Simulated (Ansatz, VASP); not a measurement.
**Two plane-wave programs on V**

The input POSCAR:

```
V
1.0
   -1.5000000000      1.5000000000      1.5000000000
    1.5000000000     -1.5000000000      1.5000000000
    1.5000000000      1.5000000000     -1.5000000000
V
1
Direct
    0.0000000000      0.0000000000      0.0000000000
```

INCAR.step1

```
SYSTEM = V
ALGO = Normal ; EDIFF = 1E-4
ENCUT = 600 ; GGA = PE
ISMEAR = 1 ; LASPH = .TRUE.
LCHARG = .FALSE. ; LREAL = .FALSE.
LWAVE = .TRUE. ; NELM = 60
PREC = Accurate ; SIGMA = 0.1
```

INCAR.step2

```
SYSTEM = V
ALGO = Normal ; EDIFF = 1E-6
EDIFFG = -0.005 ; ENCUT = 600
IBRION = 2 ; ISIF = 3
ISMEAR = 1 ; ISTART = 1
LASPH = .TRUE. ; LCHARG = .FALSE.
LMIXTAU = .TRUE. ; LREAL = .FALSE.
LWAVE = .FALSE. ; METAGGA = R2SCAN
NELM = 60 ; NSW = 80
PREC = Accurate ; SIGMA = 0.1
```

File KPOINTS:

```
k-points
0
G
  20 20 20
  0 0 0
```

Input for Ansatz:

```yaml
crystal:
  lattice:
    - [-1.5, 1.5, 1.5]
    - [1.5, -1.5, 1.5]
    - [1.5, 1.5, -1.5]
  atoms:
    - { symbol: V, position: [0.0, 0.0, 0.0] }
scf:
  occupations: { method: methfessel_paxton, width: 0.1 }
output:
  forces: true
  stress: true
  eigenvalues: true
hamiltonian:
  xc: r2scan
kpoints:
  mp_grid: { grid: [20, 20, 20] }
relax:
  f_tol: 0.005
  adjacent_minimum: "off"
  cell: { stress_tol: 0.02 }
```

Alike in both runs: task relaxation of cell and atoms; functional r2SCAN; k mesh 20 × 20 × 20; occupations methfessel-paxton of order 1, width 0.1 eV; no spin polarisation.

|  | VASP | Ansatz |
| --- | --- | --- |
| version | VASP 6.6.1 | Ansatz 0.2.0 |
| potentials or method | VASP PAW PBE potentials, release 64 (V_sv) | scalar-relativistic, plane waves, PAW |
| plane-wave cutoff (eV) | 600 | 500 |
| valence electrons in the cell | 13 | 13 |

```csv
,VASP,Ansatz,Ansatz less VASP
"gap on the k mesh at the Fermi level, each at its own relaxed structure (eV)",none,none,-
relaxed volume (Å³/atom),13.30,13.26,-0.043
relaxed length of the cell vector where the two differ most in proportion (Å),2.585,2.583,-0.0028
```

VASP's potentials were made for PBE, not for r2SCAN. A gap of «none» marks a metal or a gap that the smearing closes.
